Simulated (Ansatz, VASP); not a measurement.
## PC: VASP beside Ansatz

```
CELL_PARAMETERS angstrom
2.67380 0.00000 0.00000
0.00000 2.67380 0.00000
0.00000 0.00000 2.67380
ATOMIC_POSITIONS crystal
P 0.00000 0.00000 0.00000
C 0.50000 0.50000 0.50000
```

Change from the starting cell: species swapped into the ScIr type (Pm-3m, No. 221).

Alike in both runs: functional PBE; k mesh 6 × 6 × 6; occupations gaussian, width 0.2 eV; no spin polarisation.

Ansatz relaxed the structure, and its values are those at the end. VASP's run is a single point on that final structure, the one shown.

|  | VASP | Ansatz |
| --- | --- | --- |
| version | VASP 6.6.1 | Ansatz 0.2.0 |
| potentials or method | VASP PAW PBE potentials, release 64 (P, C), cutoff 600 eV | scalar-relativistic, plane waves, PAW |
| valence electrons in the cell | 9 | 9 |

Ansatz gave:

| Quantity | Value |
| --- | --- |
| gap on the k mesh at the Fermi level (eV) | none |
| pressure (GPa) | 0.0 |

Question: Estimate VASP's values.

Answer: gap on the k mesh at the Fermi level (eV): none; pressure (GPa): -0.3.

A gap of «none» marks a metal or a gap that the smearing closes. With one functional, cell and mesh, what is left measures potentials, basis and numerics.

The k mesh is coarse, so the values compare programs but aren't converged.
